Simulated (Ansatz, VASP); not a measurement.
MgO: VASP beside Ansatz

```
CELL_PARAMETERS angstrom
0.00000 2.13515 2.13515
2.45542 0.00000 2.13515
2.45542 2.13515 0.00000
ATOMIC_POSITIONS crystal
Mg 0.00000 0.00000 0.00000
O 0.50000 0.50000 0.50000
```

Change from the starting cell: strain +0.1500 x Voigt [1, 0, 0, 0, 0, 0], atoms carried along.

Alike in both runs: task single point; functional PBE; k mesh 10 × 10 × 10; occupations gaussian, width 0.05 eV; no spin polarisation.

```csv
,VASP,Ansatz
version,VASP 6.6.1,Ansatz 0.2.0
potentials or method,"VASP PAW PBE potentials, release 64 (Mg, O), cutoff 520 eV","scalar-relativistic, plane waves, PAW"
valence electrons in the cell,8,16
```

|  | VASP | Ansatz | Ansatz less VASP |
| --- | --- | --- | --- |
| gap on the k mesh at the Fermi level (eV) | 3.01 | 3.03 | +0.022 |
| least direct gap on the mesh (eV) | 3.01 | 3.03 | +0.022 |
| pressure (GPa) | -13.7 | -13.1 | +0.63 |
| traceless stress, the component that is largest in VASP (GPa) | -3.53 | -3.60 | -0.072 |

The functional is the same, so the differences come from potentials, cutoffs and numerics. VASP's potentials hold 8 valence electrons a cell and Ansatz's 16, so a difference there can come from the potentials and not from the codes.
